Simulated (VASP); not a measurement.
# Be4Cd4Te5O3 (P1) in VASP: relaxation of cell and atoms with PBE

Aim: the relaxation of cell and atoms of Be4Cd4Te5O3 with PBE.

Everything below comes from runs of VASP 6.6.1. Logs are shortened: lines on timing, memory, paths and dates and some standing lists are left out, and cuts for length are marked.

### Step 1. The cell of the first run

The typed cell holds 16 atoms: a = 7.482 Å, b = 8.208 Å, c = 8.185 Å, α = 116.75°, β = 89.20°, γ = 91.97°.

### Step 2. Relaxation of cell and atoms, PBE

Input file INCAR:

```
SYSTEM = Be4Cd4Te5O3
PREC     = Accurate       ! precision mode
ENCUT    = 600            ! plane-wave cutoff, eV
EDIFF    = 1E-6           ! SCF threshold, eV
ISMEAR   = 0              ! smearing method
SIGMA    = 0.1            ! smearing width, eV
LREAL    = Auto         
LASPH    = .True.         ! aspherical terms in the spheres
NELM     = 100            ! most SCF steps
ALGO     = Normal         ! electronic algorithm
ISIF     = 3              ! what is computed and relaxed
LWAVE    = .False.        ! write WAVECAR
LCHARG   = .False.        ! write CHGCAR
GGA      = PE             ! functional
IBRION   = 2              ! ionic algorithm
NSW      = 45             ! ionic steps
EDIFFG   = -0.04          ! ionic threshold
ISYM     = 0
```

Input file KPOINTS:

```
regular mesh
0
Gamma
  3 3 3
  0 0 0
```

Input file POSCAR:

```
Be4Cd4Te5O3
1.0
   -0.0701582117     -0.0989153629     -7.4808029305
    4.3085203041      6.9845971266      0.1490645957
    4.2865567397     -6.9719164567     -0.0624495195
Be O Cd Te
4 3 4 5
Direct
    0.3404017942      0.8232589638      0.4550675828
    0.3982087385      0.1932973646      0.0421928072
    0.4396593658      0.8955732229      0.7733061088
    0.4642408618      0.9454392559      0.2231914947
    0.4865124598      0.0953817785      0.8661233797
    0.3417793352      0.7699642373      0.6007677686
    0.3238403660      0.9004390315      0.3280449951
    0.0528364357      0.0546817859      0.3754528554
    0.8064784831      0.9747734802      0.8224497165
    0.9059784647      0.4764990603      0.4008739890
    0.3557353687      0.4995727525      0.6400518203
    0.5514992543      0.2730521488      0.3247132829
    0.8047320855      0.8180896253      0.4370468807
    0.5945620692      0.7317021539      0.9355526702
    0.0137541209      0.3970373161      0.6872622117
    0.0693227109      0.1733974543      0.0884511735
```

Potentials or basis: VASP PAW PBE potentials, release 64 (Be, O, Cd, Te).

Started as:

```
$ cat potpaw_PBE.64/Be/POTCAR potpaw_PBE.64/O/POTCAR potpaw_PBE.64/Cd/POTCAR potpaw_PBE.64/Te/POTCAR > POTCAR
$ mpirun -np 1 vasp_std > vasp.out
```

OUTCAR:

```text
SYSTEM = Be4Cd4Te5O3
   PREC = Accurate
   ENCUT = 600
   EDIFF = 1E-6
   ISMEAR = 0
   LREAL = Auto
   LASPH = .True.
   NELM = 100
   ISIF = 3
   GGA = PE
   IBRION = 2
   NSW = 45
   EDIFFG = -0.04
   ISYM = 0

 ion  position               nearest neighbor table
   1  0.340  0.823  0.455-   6 1.44   7 1.45
   2  0.398  0.193  0.042-   5 1.46  12 2.40  16 2.50
   3  0.440  0.896  0.773-   5 1.50   6 1.50  14 2.58   9 2.79  11 2.97
   4  0.464  0.945  0.223-   7 1.49  14 2.43  12 2.50
   5  0.487  0.095  0.866-   2 1.46   3 1.50   9 2.58
   6  0.342  0.770  0.601-   1 1.44   3 1.50  11 2.39
   7  0.324  0.900  0.328-   1 1.45   4 1.49   8 2.36
   8  0.053  0.055  0.375-   7 2.36  15 2.84  13 2.84  16 2.92  10 3.58
   9  0.806  0.975  0.822-   5 2.58   3 2.79  13 2.82  16 2.82  14 2.96
  10  0.906  0.476  0.401-  13 2.81  15 2.83  16 2.94  12 3.00   8 3.58
  11  0.356  0.500  0.640-   6 2.39  15 2.74  12 2.83  14 2.90   3 2.97
  12  0.551  0.273  0.325-   2 2.40   4 2.50  11 2.83  10 3.00
  13  0.805  0.818  0.437-  10 2.81   9 2.82   8 2.84
  14  0.595  0.732  0.936-   4 2.43   3 2.58  11 2.90   9 2.96
  15  0.014  0.397  0.687-  11 2.74  10 2.83   8 2.84
  16  0.069  0.173  0.088-   2 2.50   9 2.82   8 2.92  10 2.94

IMPORTANT INFORMATION: All symmetrisations will be switched off!
NOSYMM: (Re-)initialisation of all symmetry stuff for point group C_1.

----------------------------------------------------------------------------------------

                                     Primitive cell

  volume of cell :     448.5553

  direct lattice vectors                    reciprocal lattice vectors
    -0.070158212 -0.098915363 -7.480802931     0.001344497  0.002024363 -0.133714867
     4.308520304  6.984597127  0.149064596     0.116260700  0.071499023 -0.002035743
     4.286556740 -6.971916457 -0.062449520     0.116453082 -0.071832239 -0.000142341

  length of vectors
     7.481785810  8.207933022  8.184502899     0.133736948  0.136502032  0.136825477

  position of ions in fractional coordinates (direct lattice)
     0.340401794  0.823258964  0.455067583
     0.398208739  0.193297365  0.042192807
     0.439659366  0.895573223  0.773306109
     0.464240862  0.945439256  0.223191495
     0.486512460  0.095381778  0.866123380
     0.341779335  0.769964237  0.600767769
[... 8 lines left out ...]
     0.013754121  0.397037316  0.687262212
     0.069322711  0.173397454  0.088451173

  ion indices of the primitive-cell ions
   primitive index   ion index
                 1           1
                 2           2
                 3           3
                 4           4
                 5           5
                 6           6
[... 8 lines left out ...]
                15          15
                16          16

----------------------------------------------------------------------------------------

 KPOINTS: regular mesh

Automatic generation of k-mesh.
 Grid dimensions read from file:
 generate k-points for:    3    3    3

 Generating k-lattice:

  Cartesian coordinates                     Fractional coordinates (reciprocal lattice)
     0.000448166  0.000674788 -0.044571622     0.333333333  0.000000000  0.000000000
     0.038753567  0.023833008 -0.000678581     0.000000000  0.333333333  0.000000000
     0.038817694 -0.023944080 -0.000047447     0.000000000  0.000000000  0.333333333

  Length of vectors
     0.044578983  0.045500677  0.045608492

  Shift w.r.t. Gamma in fractional coordinates (k-lattice)
     0.000000000  0.000000000  0.000000000

 Subroutine IBZKPT returns following result:
 ===========================================

 Found     14 irreducible k-points:

 Following reciprocal coordinates:
            Coordinates               Weight
  0.000000  0.000000  0.000000      1.000000
  0.333333 -0.000000  0.000000      2.000000
 -0.000000  0.333333 -0.000000      2.000000
  0.333333  0.333333 -0.000000      2.000000
 -0.333333  0.333333 -0.000000      2.000000
 -0.000000  0.000000  0.333333      2.000000
  0.333333  0.000000  0.333333      2.000000
 -0.333333 -0.000000  0.333333      2.000000
  0.000000  0.333333  0.333333      2.000000
  0.333333  0.333333  0.333333      2.000000
 -0.333333  0.333333  0.333333      2.000000
 -0.000000 -0.333333  0.333333      2.000000
  0.333333 -0.333333  0.333333      2.000000
 -0.333333 -0.333333  0.333333      2.000000
   k-points           NKPTS =     14   k-points in BZ     NKDIM =     14   number of bands    NBANDS=     62
   number of dos      NEDOS =    301   number of ions     NIONS =     16
   total plane-waves  NPLWV = 294000
   dimension x,y,z NGX =    60 NGY =   70 NGZ =   70
   dimension x,y,z NGXF=   120 NGYF=  140 NGZF=  140
   ions per type =               4   3   4   5
   NGX,Y,Z   is equivalent  to a cutoff of  13.33, 14.18, 14.22 a.u.
   NGXF,Y,Z  is equivalent  to a cutoff of  26.66, 28.36, 28.44 a.u.
 SYSTEM =  Be4Cd4Te5O3
   PREC   = accura    normal or accurate (medium, high low for compatibility)
   ISTART =      0    job   : 0-new  1-cont  2-samecut
   ICHARG =      2    charge: 1-file 2-atom 10-const
   ISPIN  =      1    spin polarized calculation?
   LNONCOLLINEAR =      F non collinear calculations
   LSORBIT =      F    spin-orbit coupling
   LASPH  =      T    aspherical Exc in radial PAW
   ENCUT  =  600.0 eV  44.10 Ry    6.64 a.u.  14.94 16.39 16.35*2*pi/ulx,y,z
   NELM   =    100;   NELMIN=  2; NELMDL= -5     # of ELM steps
   EDIFF  = 0.1E-05   stopping-criterion for ELM
   LREAL  =      T    real-space projection
   EDIFFG = -.4E-01   stopping-criterion for IOM
   NSW    =     45    number of steps for IOM
   IBRION =      2    ionic relax: 0-MD 1-quasi-New 2-CG
   NFREE  =      1    steps in history (QN), initial steepest desc. (CG)
   ISIF   =      3    stress and relaxation
   ISYM   =      0    0-nonsym 1-usesym 2-fastsym
   POTIM  = 0.5000    time-step for ionic-motion
   TEBEG  =    0.0;   TEEND  =   0.0 temperature during run
   PSTRESS=    0.0 pullay stress
   NELECT =     104.0000    total number of electrons
   NUPDOWN=      -1.0000    fix difference up-down
   EMIN   =  10.00;   EMAX   =-10.00  energy-range for DOS
   EFERMI =   0.00;   METHOD = LEGACY
   ISMEAR =     0;   SIGMA  =   0.10  broadening in eV -4-tet -1-fermi 0-gaus
   EFERMI_NEDOS =   21; number of points for ismear=-14 and -15
   IALGO  =     38    algorithm
   IMIX   =      4    mixing-type and parameters
     AMIX     =   0.40;   BMIX     =  1.00
     AMIX_MAG =   1.60;   BMIX_MAG =  1.00
  volume/ion in A,a.u.               =      28.03       189.19
  Fermi-wavevector in a.u.,A,eV,Ry     =   1.005728  1.900551 13.762145  1.011489
  Thomas-Fermi vector in A             =   2.138426
   LORBIT       =      0    0 simple, 1 ext, 2 COOP (PROOUT), +10 PAW based schemes
   GGA     = PE    functional components
   LHFCALC =     F    Hartree Fock is set to
   AEXX    =    0.0000 exact exchange contribution
   IVDW    =     0    specifies the selected vdW correction
   LEPSILON=     F    determine dielectric tensor
   LRPA    =     F    only Hartree local field effects (RPA)
 conjugate gradient relaxation of ions
 non-spin polarized calculation
 Gauss-broadening in eV      SIGMA  =   0.10
  energy-cutoff  :      600.00
  volume of cell :      448.56
 maximum number of plane-waves:     14996
   NGX = 29   NGY = 33   NGZ = 33

--------------------------------------- Ionic step        1  -------------------------------------------

 number of electron     103.9999993 magnetization

 Free energy of the ion-electron system (eV)
  ---------------------------------------------------
  ext. energy  EPLUGINS =         0.00000000
  ---------------------------------------------------
  free energy    TOTEN  =       -63.51331008 eV

  energy without entropy =      -63.51331008  energy(sigma->0) =      -63.51331008

------------------------ aborting loop because EDIFF is reached ----------------------------------------

  FORCE on cell =-STRESS in cart. coord.  units (eV):
  Direction    XX          YY          ZZ          XY          YZ          ZX
  --------------------------------------------------------------------------------------
  -------------------------------------------------------------------------------------
  Total        0.3046313     -0.0426012      0.7126687     -0.2062761      0.0497850     -0.0424124
  in kB        1.0881007     -0.1521657      2.5455536     -0.7367895      0.1778252     -0.1514914
  external PRESSURE =       1.1604962 kB  Pullay stress =       0.0000000 kB

 VOLUME and BASIS-vectors are now :
 -----------------------------------------------------------------------------
  energy-cutoff  :      600.00
  volume of cell :      448.56
      direct lattice vectors                 reciprocal lattice vectors
    -0.070158212 -0.098915363 -7.480802931     0.001344497  0.002024363 -0.133714867
     4.308520304  6.984597127  0.149064596     0.116260700  0.071499023 -0.002035743
     4.286556740 -6.971916457 -0.062449520     0.116453082 -0.071832239 -0.000142341
[... 108 lines left out ...]
      5.87264      1.15435     -2.48656         0.062292     -0.068136     -0.048884
[... 8 lines left out ...]
      4.66493     -2.02575     -0.08789         0.027179     -0.014979     -0.014316
      1.12217      0.58770     -0.50095         0.006524      0.016832     -0.019593
 -----------------------------------------------------------------------------------
    total drift:                                0.014897     -0.007844      0.001456

  FREE ENERGIE OF THE ION-ELECTRON SYSTEM (eV)
  ---------------------------------------------------
  free  energy   TOTEN  =       -63.5153220963 eV

  energy  without entropy=      -63.5153220963  energy(sigma->0) =      -63.51532210

--------------------------------------- Ionic step        4  -------------------------------------------

 number of electron     103.9999994 magnetization

 Free energy of the ion-electron system (eV)
  ---------------------------------------------------
  ext. energy  EPLUGINS =         0.00000000
  ---------------------------------------------------
  free energy    TOTEN  =       -63.51648418 eV

  energy without entropy =      -63.51648418  energy(sigma->0) =      -63.51648418

 E-fermi :   1.5798     XC(G=0):  -7.8744

 val. band max:        1.1074437190   @ k =   0.0000   0.0000   0.0000
 cond. band min:       2.6327961703   @ k =   0.0000   0.0000   0.0000
 fundamental gap:      1.5253524513
 Fermi energy:         1.5797891023

 k-point     1 :       0.0000    0.0000    0.0000
  band No.  band energies     occupation
      1     -17.4696      2.00000
      2     -17.1715      2.00000
      3     -16.7374      2.00000
      4      -9.5164      2.00000
      5      -9.0656      2.00000
      6      -9.0382      2.00000
[... 924 lines left out ...]
      0.98503      1.01792     -2.96203         0.026928     -0.003429      0.008758
      7.14731      0.81268     -3.21535         0.029538      0.005459     -0.020011
      5.00049      4.99128     -3.35779        -0.004230      0.010047     -0.015237
      4.09989     -5.42469     -3.69568        -0.025172     -0.001689      0.020327
      5.87413      1.14995     -2.49257        -0.011855     -0.001474     -0.007090
[... 8 lines left out ...]
      4.66854     -2.02879     -0.08974         0.020344     -0.000199     -0.030425
      1.12228      0.58795     -0.50305        -0.007130      0.017746     -0.010192
 -----------------------------------------------------------------------------------
    total drift:                                0.015734     -0.000566      0.007797

  FREE ENERGIE OF THE ION-ELECTRON SYSTEM (eV)
  ---------------------------------------------------
  free  energy   TOTEN  =       -63.5164841814 eV

  energy  without entropy=      -63.5164841814  energy(sigma->0) =      -63.51648418

 reached required accuracy - stopping structural energy minimisation
```

Run time: 59 min. Hardware: 1 thread of Intel Xeon 8259CL, shared host; peak memory 0.87 GiB.

Results:

```yaml
Free_energy: -63.5165 eV
Relaxed_volume: 28.16 Å³/atom
Relaxed_cell: a = 7.511 Å, b = 8.199 Å, c = 8.191 Å, α = 116.67°, β = 89.14°, γ = 92.01°
Space_group_after_relaxing_to_0.1_Å: P1 (No. 1)
Energy_gained_by_relaxing: 0.2 meV/atom
Ionic_steps: 4
Pressure_after_relaxing: -0.1 GPa
Largest_force_after_relaxing: 0.037 eV/Å
Band_gap_on_the_k_mesh: 1.53 eV
```

Forces in eV/Å, atoms in the order of the input:
```
Be   0.013 -0.002 -0.009
Be   0.027 -0.003  0.009
Be   0.030  0.005 -0.020
Be  -0.004  0.010 -0.015
O   -0.025 -0.002  0.020
O   -0.012 -0.001 -0.007
O   -0.022  0.006  0.012
Cd   0.011 -0.005 -0.010
Cd  -0.002 -0.004 -0.001
Cd  -0.008 -0.029  0.004
Cd  -0.013 -0.016  0.012
Te  -0.022  0.012  0.023
Te   0.008  0.007  0.012
Te   0.006  0.003  0.011
Te   0.020  0.000 -0.030
Te  -0.007  0.018 -0.010
```

Step by step:
| step | energy change (eV) | largest force (eV/Å) | pressure (GPa) | volume (Å³) |
| --- | --- | --- | --- | --- |
| 1 | 0.0000 | 0.0831 | 0.12 | 448.56 |
| 2 | -0.0020 | 0.0924 | -0.02 | 449.87 |
| 3 | -0.0020 | 0.1045 | -0.03 | 450.01 |
| 4 | -0.0032 | 0.0366 | -0.05 | 450.52 |

Final structure:
```yaml
crystal:
  lattice:
    - [-0.06838, -0.10277, -7.51019]
    - [4.30555, 6.97587, 0.15235]
    - [4.29858, -6.97237, -0.06740]
  atoms:
    - { symbol: Be, position: [0.34055, 0.82372, 0.45536] }
    - { symbol: Be, position: [0.39795, 0.19346, 0.04170] }
    - { symbol: Be, position: [0.43936, 0.89542, 0.77283] }
    - { symbol: Be, position: [0.46428, 0.94569, 0.22345] }
    - { symbol: O, position: [0.48625, 0.09522, 0.86613] }
    - { symbol: O, position: [0.34213, 0.77015, 0.60057] }
    - { symbol: O, position: [0.32434, 0.89977, 0.32772] }
    - { symbol: Cd, position: [0.05286, 0.05484, 0.37553] }
    - { symbol: Cd, position: [0.80653, 0.97488, 0.82253] }
    - { symbol: Cd, position: [0.90588, 0.47639, 0.40076] }
    - { symbol: Cd, position: [0.35584, 0.49936, 0.63982] }
    - { symbol: Te, position: [0.55140, 0.27262, 0.32503] }
    - { symbol: Te, position: [0.80417, 0.81786, 0.43663] }
    - { symbol: Te, position: [0.59448, 0.73186, 0.93585] }
    - { symbol: Te, position: [0.01383, 0.39733, 0.68831] }
    - { symbol: Te, position: [0.06971, 0.17359, 0.08832] }
```

Caveat: spin-orbit coupling is left out, which moves the levels of the heavy elements.
